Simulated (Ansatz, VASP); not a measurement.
## WS2: VASP beside Ansatz

```
CELL_PARAMETERS angstrom
3.18110 0.00000 0.00000
-1.59055 2.75491 0.00000
0.00000 0.00000 16.95074
ATOMIC_POSITIONS crystal
W 0.33333 0.66667 0.00000
S 0.66667 0.33333 0.90802
S 0.66667 0.33333 0.09198
```

Alike in both runs: task single point; functional r2SCAN; k mesh 12 × 12 × 2; occupations gaussian, width 0.02 eV; no spin polarisation.

|  | VASP | Ansatz |
| --- | --- | --- |
| version | VASP 6.6.1 | Ansatz 0.2.0 |
| potentials or method | VASP PAW PBE potentials, release 64 (W_sv, S), cutoff 520 eV | scalar-relativistic, plane waves, PAW |
| valence electrons in the cell | 26 | 26 |

|  | VASP | Ansatz | Ansatz less VASP |
| --- | --- | --- | --- |
| gap on the k mesh at the Fermi level (eV) | 1.91 | 1.89 | -0.015 |
| least direct gap on the mesh (eV) | 1.93 | 1.92 | -0.004 |
| rms of the force components (eV/Å) | 0.010 | 0.000 | -0.0101 |

VASP's potentials were made for PBE, not for r2SCAN. Atom by atom the forces differ by 0.010 eV/Å (rms over components).

Neither program's run includes spin-orbit coupling.
